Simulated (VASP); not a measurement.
# NaBe4 (Pm-3m) in VASP: notebook

The runs below take NaBe4 through single point, relaxation of cell and atoms, with PBE.

Program: VASP 6.6.1. These are calculated values, not measurements. Logs are shortened: lines on timing, memory, paths and dates and some standing lists are left out, and cuts for length are marked.

## Step 1: The cell of the first run

The structure is cubic, space group Pm-3m (No. 221). Conventional cell: a = 3.802 Å, b = 3.802 Å, c = 3.802 Å, α = 90.00°, β = 90.00°, γ = 90.00°. Within 3.5 Å of Na (site symmetry m-3m) lie 20 Be at 2.69 to 3.29 Å. Be (site symmetry 4/mmm) has 2 Be at 1.90 Å within 2.5 Å. Within 2.5 Å of Be (site symmetry m-3m) lie 6 Be at 1.90 Å.

## Step 2: Single point, PBE

INCAR

```
PREC = Accurate
ENCUT = 520
EDIFF = 1E-7
ISMEAR = 0
SIGMA = 0.1
LREAL = False
LASPH = True
NELM = 80
ALGO = Normal
ISIF = 2
LWAVE = False
LCHARG = False
GGA = PE
NBANDS = 16
```

KPOINTS

```
regular mesh
0
Gamma
  4 4 4
```

POSCAR

```
NaBe4
1.0
    3.8019986800      0.0000000000      0.0000000000
    0.0000000000      3.8019986800      0.0000000000
    0.0000000000      0.0000000000      3.8019986800
Na Be
1 4
Direct
    0.5000000000      0.5000000000      0.5000000000
    0.5000000000      0.0000000000      0.0000000000
    0.0000000000      0.5000000000      0.0000000000
    0.0000000000      0.0000000000      0.5000000000
    0.0000000000      0.0000000000      0.0000000000
```

Potentials or basis: VASP PAW PBE potentials, release 64 (Na_pv, Be).

The run is started by

```sh
cat potpaw_PBE.64/Na_pv/POTCAR potpaw_PBE.64/Be/POTCAR > POTCAR
mpirun -np 1 vasp_std > vasp.out
```

OUTCAR:

```text
PREC = Accurate
   ENCUT = 520
   EDIFF = 1E-7
   ISMEAR = 0
   LREAL = False
   LASPH = True
   NELM = 80
   ISIF = 2
   GGA = PE

 ion  position               nearest neighbor table
   1  0.500  0.500  0.500-
   2  0.500  0.000  0.000-   5 1.90   5 1.90
   3  0.000  0.500  0.000-   5 1.90   5 1.90
   4  0.000  0.000  0.500-   5 1.90   5 1.90
   5  0.000  0.000  0.000-   2 1.90   3 1.90   4 1.90   4 1.90   3 1.90   2 1.90

  LATTYP: Found a simple cubic cell.
 ALAT       =     3.8019986800

  Lattice vectors:

 A1 = (   3.8019986800,   0.0000000000,   0.0000000000)
 A2 = (   0.0000000000,   3.8019986800,   0.0000000000)
 A3 = (   0.0000000000,   0.0000000000,   3.8019986800)

Analysis of symmetry for initial positions (statically):
=====================================================================
 Subroutine PRICEL returns:
 Original cell was already a primitive cell.

 Routine SETGRP: Setting up the symmetry group for a
 simple cubic supercell.

 Subroutine GETGRP returns: Found 48 space group operations
 (whereof 48 operations were pure point group operations)
 out of a pool of 48 trial point group operations.

The static configuration has the point symmetry O_h .

Analysis of symmetry for dynamics (positions and initial velocities):
=====================================================================
 Subroutine PRICEL returns:
 Original cell was already a primitive cell.

 Routine SETGRP: Setting up the symmetry group for a
 simple cubic supercell.

 Subroutine GETGRP returns: Found 48 space group operations
 (whereof 48 operations were pure point group operations)
 out of a pool of 48 trial point group operations.

The dynamic configuration has the point symmetry O_h .

 Subroutine INISYM returns: Found 48 space group operations
 (whereof 48 operations are pure point group operations),
 and found     1 'primitive' translations

----------------------------------------------------------------------------------------

                                     Primitive cell

  volume of cell :      54.9586

  direct lattice vectors                    reciprocal lattice vectors
     3.801998680  0.000000000  0.000000000     0.263019555  0.000000000  0.000000000
     0.000000000  3.801998680  0.000000000     0.000000000  0.263019555  0.000000000
     0.000000000  0.000000000  3.801998680     0.000000000  0.000000000  0.263019555

  length of vectors
     3.801998680  3.801998680  3.801998680     0.263019555  0.263019555  0.263019555

  position of ions in fractional coordinates (direct lattice)
     0.500000000  0.500000000  0.500000000
     0.500000000  0.000000000  0.000000000
     0.000000000  0.500000000  0.000000000
     0.000000000  0.000000000  0.500000000
     0.000000000  0.000000000  0.000000000

  ion indices of the primitive-cell ions
   primitive index   ion index
                 1           1
                 2           2
                 3           3
                 4           4
                 5           5

----------------------------------------------------------------------------------------

 KPOINTS: regular mesh

Automatic generation of k-mesh.
 Grid dimensions read from file:
 generate k-points for:    4    4    4

 Generating k-lattice:

  Cartesian coordinates                     Fractional coordinates (reciprocal lattice)
     0.065754889  0.000000000  0.000000000     0.250000000  0.000000000  0.000000000
     0.000000000  0.065754889  0.000000000     0.000000000  0.250000000  0.000000000
     0.000000000  0.000000000  0.065754889     0.000000000  0.000000000  0.250000000

  Length of vectors
     0.065754889  0.065754889  0.065754889

  Shift w.r.t. Gamma in fractional coordinates (k-lattice)
     0.000000000  0.000000000  0.000000000

 Subroutine IBZKPT returns following result:
 ===========================================

 Found     10 irreducible k-points:

 Following reciprocal coordinates:
            Coordinates               Weight
  0.000000  0.000000  0.000000      1.000000
  0.250000  0.000000  0.000000      6.000000
  0.500000  0.000000  0.000000      3.000000
  0.250000  0.250000  0.000000     12.000000
  0.500000  0.250000  0.000000     12.000000
  0.500000  0.500000  0.000000      3.000000
  0.250000  0.250000  0.250000      8.000000
  0.500000  0.250000  0.250000     12.000000
  0.500000  0.500000  0.250000      6.000000
  0.500000  0.500000  0.500000      1.000000
   k-points           NKPTS =     10   k-points in BZ     NKDIM =     10   number of bands    NBANDS=     16
   number of dos      NEDOS =    301   number of ions     NIONS =      5
   total plane-waves  NPLWV =  21952
   dimension x,y,z NGX =    28 NGY =   28 NGZ =   28
   dimension x,y,z NGXF=    56 NGYF=   56 NGZF=   56
   ions per type =               1   4
   NGX,Y,Z   is equivalent  to a cutoff of  12.24, 12.24, 12.24 a.u.
   NGXF,Y,Z  is equivalent  to a cutoff of  24.49, 24.49, 24.49 a.u.
 SYSTEM =  unknown system
   PREC   = accura    normal or accurate (medium, high low for compatibility)
   ISTART =      0    job   : 0-new  1-cont  2-samecut
   ICHARG =      2    charge: 1-file 2-atom 10-const
   ISPIN  =      1    spin polarized calculation?
   LNONCOLLINEAR =      F non collinear calculations
   LSORBIT =      F    spin-orbit coupling
   LASPH  =      T    aspherical Exc in radial PAW
   ENCUT  =  520.0 eV  38.22 Ry    6.18 a.u.   7.07  7.07  7.07*2*pi/ulx,y,z
   NELM   =     80;   NELMIN=  2; NELMDL= -5     # of ELM steps
   EDIFF  = 0.1E-06   stopping-criterion for ELM
   LREAL  =      F    real-space projection
   EDIFFG = 0.1E-05   stopping-criterion for IOM
   NSW    =      0    number of steps for IOM
   IBRION =     -1    ionic relax: 0-MD 1-quasi-New 2-CG
   NFREE  =      0    steps in history (QN), initial steepest desc. (CG)
   ISIF   =      2    stress and relaxation
   ISYM   =      2    0-nonsym 1-usesym 2-fastsym
   POTIM  = 0.5000    time-step for ionic-motion
   TEBEG  =    0.0;   TEEND  =   0.0 temperature during run
   PSTRESS=    0.0 pullay stress
   NELECT =      15.0000    total number of electrons
   NUPDOWN=      -1.0000    fix difference up-down
   EMIN   =  10.00;   EMAX   =-10.00  energy-range for DOS
   EFERMI =   0.00;   METHOD = LEGACY
   ISMEAR =     0;   SIGMA  =   0.10  broadening in eV -4-tet -1-fermi 0-gaus
   EFERMI_NEDOS =   21; number of points for ismear=-14 and -15
   IALGO  =     38    algorithm
   IMIX   =      4    mixing-type and parameters
     AMIX     =   0.40;   BMIX     =  1.00
     AMIX_MAG =   1.60;   BMIX_MAG =  1.00
  volume/ion in A,a.u.               =      10.99        74.18
  Fermi-wavevector in a.u.,A,eV,Ry     =   1.061924  2.006745 15.343043  1.127682
  Thomas-Fermi vector in A             =   2.197357
   LORBIT       =      0    0 simple, 1 ext, 2 COOP (PROOUT), +10 PAW based schemes
   GGA     = PE    functional components
   LHFCALC =     F    Hartree Fock is set to
   AEXX    =    0.0000 exact exchange contribution
   IVDW    =     0    specifies the selected vdW correction
   LEPSILON=     F    determine dielectric tensor
   LRPA    =     F    only Hartree local field effects (RPA)
 non-spin polarized calculation
 Gauss-broadening in eV      SIGMA  =   0.10
  energy-cutoff  :      520.00
  volume of cell :       54.96
 maximum number of plane-waves:      1498
   NGX = 15   NGY = 15   NGZ = 15

 number of electron      14.9999993 magnetization

 Free energy of the ion-electron system (eV)
  ---------------------------------------------------
  ext. energy  EPLUGINS =         0.00000000
  ---------------------------------------------------
  free energy    TOTEN  =       -13.19362365 eV

  energy without entropy =      -13.18527043  energy(sigma->0) =      -13.18944704

 E-fermi :   3.7948     XC(G=0):  -9.6318

 val. band max:        3.7069976612   @ k =   0.5000   0.2500   0.0000
 cond. band min:       3.8544053441   @ k =   0.5000   0.5000   0.0000
 fundamental gap:      0.1474076829
 Fermi energy:         3.7948068924

 k-point     1 :       0.0000    0.0000    0.0000
  band No.  band energies     occupation
      1     -19.4229      2.00000
      2     -19.4229      2.00000
      3     -19.4229      2.00000
      4      -4.2916      2.00000
      5       1.8235      2.00000
      6       1.8235      2.00000
[... 8 lines left out ...]
     15      11.3196      0.00000
     16      11.3196      0.00000

 k-point     2 :       0.2500    0.0000    0.0000
  band No.  band energies     occupation
      1     -19.4358      2.00000
      2     -19.4214      2.00000
      3     -19.4214      2.00000
      4      -3.7913      2.00000
      5       0.1148      2.00000
      6       2.2036      2.00000
[... 8 lines left out ...]
     15      11.2209      0.00000
     16      11.6637      0.00000

 k-point     3 :       0.5000    0.0000    0.0000
  band No.  band energies     occupation
      1     -19.4487      2.00000
      2     -19.4198      2.00000
      3     -19.4198      2.00000
      4      -2.7165      2.00000
      5      -1.7216      2.00000
      6       2.7277      2.00000
[... 8 lines left out ...]
     15      11.3520      0.00000
     16      14.6220      0.00000

 k-point     4 :       0.2500    0.2500    0.0000
  band No.  band energies     occupation
      1     -19.4343      2.00000
      2     -19.4341      2.00000
      3     -19.4199      2.00000
      4      -3.3075      2.00000
      5       0.5169      2.00000
      6       0.6115      2.00000
[... 8 lines left out ...]
     15      11.6567      0.00000
     16      12.4933      0.00000

 k-point     5 :       0.5000    0.2500    0.0000
  band No.  band energies     occupation
      1     -19.4470      2.00000
      2     -19.4326      2.00000
      3     -19.4184      2.00000
      4      -2.3116      2.00000
      5      -1.1742      2.00000
      6       1.3126      2.00000
[... 8 lines left out ...]
     15      12.6102      0.00000
     16      15.0052      0.00000

 k-point     6 :       0.5000    0.5000    0.0000
  band No.  band energies     occupation
      1     -19.4454      2.00000
      2     -19.4454      2.00000
      3     -19.4170      2.00000
      4      -1.5492      2.00000
      5      -0.1335      2.00000
      6      -0.1335      2.00000
[... 8 lines left out ...]
     15      13.7317      0.00000
     16      14.6547      0.00000

 k-point     7 :       0.2500    0.2500    0.2500
  band No.  band energies     occupation
      1     -19.4329      2.00000
      2     -19.4326      2.00000
      3     -19.4326      2.00000
      4      -2.8395      2.00000
      5       0.8603      2.00000
      6       1.0944      2.00000
[... 8 lines left out ...]
     15      12.6280      0.00000
     16      12.6280      0.00000

 k-point     8 :       0.5000    0.2500    0.2500
  band No.  band energies     occupation
      1     -19.4455      2.00000
      2     -19.4313      2.00000
      3     -19.4311      2.00000
      4      -1.9125      2.00000
      5      -0.6432      2.00000
      6       1.5676      2.00000
[... 8 lines left out ...]
     15      12.7726      0.00000
     16      13.1575      0.00000

 k-point     9 :       0.5000    0.5000    0.2500
  band No.  band energies     occupation
      1     -19.4439      2.00000
      2     -19.4439      2.00000
      3     -19.4297      2.00000
      4      -1.1923      2.00000
      5       0.3740      2.00000
      6       0.3740      2.00000
[... 8 lines left out ...]
     15      13.2620      0.00000
     16      14.9673      0.00000

 k-point    10 :       0.5000    0.5000    0.5000
  band No.  band energies     occupation
      1     -19.4424      2.00000
      2     -19.4424      2.00000
      3     -19.4424      2.00000
      4      -0.6325      2.00000
      5       1.5124      2.00000
      6       1.5124      2.00000
[... 8 lines left out ...]
     15      15.2023      0.00000
     16      15.2023      0.00000

------------------------ aborting loop because EDIFF is reached ----------------------------------------

  FORCE on cell =-STRESS in cart. coord.  units (eV):
  Direction    XX          YY          ZZ          XY          YZ          ZX
  --------------------------------------------------------------------------------------
  -------------------------------------------------------------------------------------
  Total        3.4744875      3.4744875      3.4744875      0.0000000      0.0000000     -0.0000000
  in kB      101.2897381    101.2897381    101.2897381      0.0000000      0.0000000     -0.0000000
  external PRESSURE =     101.2897381 kB  Pullay stress =       0.0000000 kB

 VOLUME and BASIS-vectors are now :
 -----------------------------------------------------------------------------
  energy-cutoff  :      520.00
  volume of cell :       54.96
      direct lattice vectors                 reciprocal lattice vectors
     3.801998680  0.000000000  0.000000000     0.263019555  0.000000000  0.000000000
     0.000000000  3.801998680  0.000000000     0.000000000  0.263019555  0.000000000
     0.000000000  0.000000000  3.801998680     0.000000000  0.000000000  0.263019555

 POSITION                                       TOTAL-FORCE (eV/Angst)
 -----------------------------------------------------------------------------------
      1.90100      1.90100      1.90100         0.000000      0.000000      0.000000
      1.90100      0.00000      0.00000         0.000000      0.000000      0.000000
      0.00000      1.90100      0.00000         0.000000      0.000000      0.000000
      0.00000      0.00000      1.90100         0.000000      0.000000      0.000000
      0.00000      0.00000      0.00000         0.000000      0.000000      0.000000
 -----------------------------------------------------------------------------------
    total drift:                                0.000000      0.000000      0.000000

  FREE ENERGIE OF THE ION-ELECTRON SYSTEM (eV)
  ---------------------------------------------------
  free  energy   TOTEN  =       -13.1936236539 eV

  energy  without entropy=      -13.1852704297  energy(sigma->0) =      -13.18944704
```

Run time: 14 s. Hardware: 1 thread of Intel Xeon Platinum 8259CL at 2.50GHz (Skylake/Cascade Lake), shared host; peak memory 0.15 GiB.

Results:

| Property | Result |
| --- | --- |
| Free energy | -13.1936 eV |
| Pressure | 10.1 GPa |

Levels at points of the mesh, in eV from the Fermi level:
```csv
k point,band 5,band 6,band 7,band 8,band 9,band 10
"(0.00, 0.00, 0.00)",-1.97,-1.97,-1.97,2.40,2.40,4.78
"(0.50, 0.00, 0.00)",-5.52,-1.07,-1.07,3.21,3.22,3.22
"(0.50, 0.50, 0.00)",-3.93,-3.93,-2.14,0.06,3.65,3.65
"(0.50, 0.50, 0.50)",-2.28,-2.28,-2.28,-1.26,-1.26,-1.26
```

Caveat: the k points lie up to 0.41 Å⁻¹ apart.

## Step 3: Single point, PBE

This run uses another cell than the first one, of 12.54 Å³/atom, 1.140 times its volume.

INCAR

```
ALGO = Fast
EDIFF = 1E-6
ENCUT = 520
GGA = PE
ISIF = 2
ISMEAR = 0
LASPH = T
LCHARG = T
LELF = T
LREAL = F
LVHAR = T
LWAVE = F
NBANDS = 16
NELM = 100
PREC = Accurate
SIGMA = 0.1
```

KPOINTS

```
k-points
0
Gamma
  4 4 4
```

POSCAR: that of step 2 with these lines changed.

```diff
@@ -2,5 +2,5 @@
 1.0
-    3.8019986800      0.0000000000      0.0000000000
-    0.0000000000      3.8019986800      0.0000000000
-    0.0000000000      0.0000000000      3.8019986800
+    3.9722490693      0.0000000000      0.0000000000
+    0.0000000000      3.9722490693      0.0000000000
+    0.0000000000      0.0000000000      3.9722490693
 Na Be
```

Potentials or basis: VASP PAW PBE potentials, release 64 (Na_pv, Be).

The run is started by

```sh
cat potpaw_PBE.64/Na_pv/POTCAR potpaw_PBE.64/Be/POTCAR > POTCAR
mpirun -np 1 vasp_std > vasp.out
```

Run time: 14 s. Hardware: 1 thread of Intel Xeon Platinum 8259CL at 2.50GHz (Skylake/Cascade Lake), shared host; peak memory 0.15 GiB.

Results (log left out):

```
Free energy : -13.4176 eV
Pressure    : 0.1 GPa
```

Levels at points of the mesh, in eV from the Fermi level:
```
           k point  band 5  band 6  band 7  band 8  band 9  band 10
(0.00, 0.00, 0.00)   -1.81   -1.81   -1.81    1.94    1.94     4.02
(0.50, 0.00, 0.00)   -5.17   -0.97   -0.97    2.94    2.94     3.03
(0.50, 0.50, 0.00)   -3.77   -3.77   -1.95    0.03    3.37     3.37
(0.50, 0.50, 0.50)   -2.33   -2.33   -2.33   -1.14   -1.14    -1.14
```

Caveat: the k points lie up to 0.40 Å⁻¹ apart.

[end of part 1 of 2]
